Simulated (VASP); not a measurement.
Wanted: the native input for a VASP 6.6.1 run.

```yaml
Task: single point
Functional: revPBE
Potentials_or_basis: VASP PAW PBE potentials, release 64 (Pd)
Cutoff: 520 eV
k_mesh: 11 × 11 × 11
Occupations: fermi-dirac, width 0.05 eV
Spin: collinear spin
Starting_moments: "[-0.45, -0.45] μB"
Dipole_correction: no
Further_INCAR_settings: ALGO = Normal; EDIFF = 1e-06; NBANDS = 21
```

The structure of Pd lies in POSCAR:

```
Pd
1.0
    0.0000000000      2.8950871611      2.8950871611
    2.8950871611      0.0000000000      2.8950871611
    2.8950871611      2.8950871611      0.0000000000
Pd
2
Direct
    0.1250000000      0.1250000000      0.1250000000
    0.8750000000      0.8750000000      0.8750000000
```

This isn't the form of Pd at room conditions, which is fcc.

One way to write it, as run:

INCAR

```
SYSTEM = Pd
PREC = Accurate ; ENCUT = 520
EDIFF = 1E-6 ; ISMEAR = -1
SIGMA = 0.05 ; LREAL = .False.
LASPH = .True. ; NELM = 150
ALGO = Normal ; ISIF = 2
LWAVE = .False. ; LCHARG = .False.
ISPIN = 2 ; MAGMOM = -0.45 -0.45
LORBIT = 11 ; LMAXMIX = 4
GGA = RE ; NBANDS = 21
```

KPOINTS

```
Automatic mesh
0
Gamma
  11 11 11
  0 0 0
```

Potentials or basis: VASP PAW PBE potentials, release 64 (Pd).

The run is started by

```console
$ cat potpaw_PBE.64/Pd/POTCAR > POTCAR
$ mpirun -np 1 vasp_std > vasp.out
```

It gave:

* Pressure: 2.4 GPa
* Net moment: -0.95 μB per cell
* Site moments: Pd -0.47 μB
* Valence electrons inside the program's atomic spheres: Pd 9.32

Caveat: the PAW data sets were made with another functional, which shifts forces and pressure a little.

Run time: 3.5 min on 1 thread of AMD EPYC 7571, with other jobs on the host, peak memory 0.2 GiB.
